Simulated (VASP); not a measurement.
# GaP: single point with r2SCAN

Crystal: GaP.

```
Ga P
1.0
     0.00000    2.77917    2.77917
     2.77917    0.00000    2.77917
     2.77917    2.77917    0.00000
Ga P
1 1
Direct
  0.00000 0.00000 0.00000
  0.25000 0.25000 0.25000
```

* Program: VASP 6.6.1
* Task: single point
* Functional: r2SCAN
* Potentials or basis: VASP PAW PBE potentials, release 64 (Ga_d, P)
* Cutoff: 520 eV
* k mesh: 10 × 10 × 10
* Occupations: fermi-dirac, width 0.02 eV
* Spin: no spin polarisation

The pressure is -4.6 GPa and the band gap on the k mesh is 1.83 eV, direct.

Levels at points of the mesh, in eV from the valence-band top:
```csv
k point,band 6,band 7,band 8,band 9,band 10,band 11,band 12,band 13
"(0.00, 0.00, 0.00)",-12.58,0.00,0.00,0.00,1.83,4.20,4.20,4.20
"(0.50, 0.00, 0.00)",-10.61,-6.51,-1.08,-1.08,1.85,5.07,5.07,8.69
"(0.50, 0.50, 0.00)",-9.76,-6.68,-2.59,-2.59,2.03,2.14,10.89,10.89
```

It took 88 s on 1 thread of Intel(R) Xeon(R) 6975P-C (Granite Rapids) (shared host), peak memory 0.18 GiB.

Caveat: the PAW data sets were made with another functional, which shifts forces and pressure a little. r2SCAN opens gaps a little over a GGA but as a rule still falls short of measured ones.
